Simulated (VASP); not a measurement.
Here is a VASP 6.6.1 calculation.

Contents of POSCAR:

```
Mg2C3
1.0
    2.3946202730     -2.3394301392     -0.0014093261
    2.3946202730      2.3394301392     -0.0014093261
   -1.2192831158      0.0000000000      4.8336831727
Mg C
2 3
Direct
    0.8088325532      0.8088325532      0.1995457000
    0.1911674468      0.1911674468      0.8004543000
    0.3022544289      0.3022544289      0.2625601109
    0.6977455711      0.6977455711      0.7374398891
    0.5000000000      0.5000000000      0.5000000000
```

Contents of INCAR.step1:

```
PREC = Accurate
ENCUT = 750
ISMEAR = 0
SIGMA = 0.1
LREAL = False
LASPH = True
NELM = 120
NBANDS = 24
GGA = PE
ALGO = Normal
EDIFF = 1E-5
LWAVE = True
LCHARG = False
GGA_COMPAT = False
```

File INCAR.step2:

```
PREC = Accurate
ENCUT = 750
EDIFF = 1E-6
ISMEAR = 0
SIGMA = 0.1
LREAL = False
LASPH = True
NELM = 120
ALGO = Normal
ISIF = 2
LWAVE = False
LCHARG = True
METAGGA = R2SCAN
LMIXTAU = True
LELF = True
LVHAR = True
NBANDS = 24
ISTART = 1
GGA_COMPAT = False
```

File KPOINTS:

```
Automatic mesh
0
Gamma
  6 6 4
```

Potentials or basis: VASP PAW PBE potentials, release 64 (Mg_sv, C).

Run with:

```bash
$ cat potpaw_PBE.64/Mg_sv/POTCAR potpaw_PBE.64/C/POTCAR > POTCAR
$ cp INCAR.step1 INCAR
$ mpirun -np 1 vasp_std > vasp.out
$ cp INCAR.step2 INCAR
$ mpirun -np 1 vasp_std > vasp.out
```

Q: Predict the largest force.

A: 0.094 eV/Å.

Q: Predict the band gap on the k mesh.

A: 1.97 eV (least direct gap 2.74 eV).

Q: Estimate the pressure.

A: -0.1 GPa.

Stress tensor (GPa, compression positive):
```
-0.27  0.00  0.32
 0.00 -0.41  0.00
 0.32  0.00  0.29
```

Caveat: the PAW data sets were made with another functional, which shifts forces and pressure a little. r2SCAN opens gaps a little over a GGA but as a rule still falls short of measured ones.
